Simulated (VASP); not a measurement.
A run of VASP 6.6.1:

The input INCAR:

```
SYSTEM = Ir
PREC = Accurate
ENCUT = 500
EDIFF = 1E-6
ISMEAR = 1
SIGMA = 0.05
LREAL = .False.
LASPH = .True.
NELM = 120
ALGO = Normal
ISIF = 2
LWAVE = .False.
LCHARG = .False.
GGA = PS
NBANDS = 10
GGA_COMPAT = .False.
```

KPOINTS

```
regular mesh
0
Gamma
  10 10 10
  0 0 0
```

Contents of POSCAR:

```
Ir
1.0
    0.0000000000      1.9151867016      1.9151867016
    1.9151867016      0.0000000000      1.9151867016
    1.9151867016      1.9151867016      0.0000000000
Ir
1
Direct
    0.0000000000      0.0000000000      0.0000000000
```

Potentials or basis: VASP PAW PBE potentials, release 64 (Ir).

Command:

```sh
$ cat potpaw_PBE.64/Ir/POTCAR > POTCAR
$ mpirun -np 1 vasp_std > vasp.out
```

Hardware: 1 thread of AMD EPYC 7R43 64-Core Processor (Zen 3), with other jobs on the host.

Q: How long does it take, and how much memory?

A: Run time: 8.8 s on 1 thread of AMD EPYC 7R43 64-Core Processor (Zen 3), with other jobs on the host, peak memory 0.09 GiB. Counts: scf iterations 12, k points 47.
